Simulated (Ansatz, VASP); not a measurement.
# Two plane-wave programs on Ga2SnAs2

File INCAR:

```
PREC     = Accurate       # precision mode
ENCUT    = 520            # plane-wave cutoff, eV
EDIFF    = 1E-6           # SCF threshold, eV
ISMEAR   = 0              # smearing method
SIGMA    = 0.1            # smearing width, eV
LREAL    = F              # projectors in reciprocal space
LASPH    = T              # aspherical terms in the spheres
NELM     = 60             # most SCF steps
ALGO     = Normal         # electronic algorithm
ISIF     = 2              # what is computed and relaxed
LWAVE    = F              # write WAVECAR
LCHARG   = F              # write CHGCAR
GGA      = PE             # functional
NBANDS   = 33             # bands
```

Contents of KPOINTS:

```
regular mesh
0
Gamma
  4 4 4
```

Contents of POSCAR:

```
Ga2SnAs2
1.0
    4.5663141400      0.0000000000      0.0000000000
    0.0000000000      4.5663141400      0.0000000000
    0.0000000000      0.0000000000      6.1509012700
Ga Sn As
2 1 2
Direct
    0.5000000000      0.5000000000      0.1990660400
    0.5000000000      0.5000000000      0.8009339600
    0.0000000000      0.0000000000      0.0000000000
    0.0000000000      0.5000000000      0.5000000000
    0.5000000000      0.0000000000      0.5000000000
```

Input for Ansatz:

```yaml
crystal:
  lattice:
    - [4.56631414, 0.0, 0.0]
    - [0.0, 4.56631414, 0.0]
    - [0.0, 0.0, 6.15090127]
  atoms:
    - { symbol: Ga, position: [0.5, 0.5, 0.19906604] }
    - { symbol: Ga, position: [0.5, 0.5, 0.80093396] }
    - { symbol: Sn, position: [0.0, 0.0, 0.0] }
    - { symbol: As, position: [0.0, 0.5, 0.5] }
    - { symbol: As, position: [0.5, 0.0, 0.5] }
basis:
  ecutwfc: 420
kpoints:
  mp_grid: { grid: [4, 4, 4] }
hamiltonian:
  xc: pbe
scf:
  occupations: { method: gaussian, width: 0.1 }
  lower_state_search: "off"
output:
  forces: true
  stress: true
  eigenvalues: true
```

Change from the starting cell: species swapped into the LaMg2Si2 type (P4/mmm, No. 123).

Alike in both runs: task single point; functional PBE; k mesh 4 × 4 × 4; occupations gaussian, width 0.1 eV; no spin polarisation.

|  | VASP | Ansatz |
| --- | --- | --- |
| version | VASP 6.6.1 | Ansatz 0.2.0 |
| potentials or method | VASP PAW PBE potentials, release 64 (Ga_d, Sn_d, As), cutoff 520 eV | scalar-relativistic, plane waves, PAW |
| valence electrons in the cell | 50 | 70 |

```tsv
	VASP	Ansatz	Ansatz less VASP
gap on the k mesh at the Fermi level (eV)	none	none	-
pressure (GPa)	-5.4	-5.5	-0.02
traceless stress, the component that is largest in VASP (GPa)	3.08	3.06	-0.021
rms of the force components (eV/Å)	0.440	0.437	-0.0029
```

Atom by atom the forces differ by 0.003 eV/Å (rms over components). A gap of «none» marks a metal or a gap that the smearing closes. With one functional, cell and mesh, what is left measures potentials, basis and numerics. VASP's potentials hold 50 valence electrons a cell and Ansatz's 70, so a difference there can come from the potentials and not from the codes.
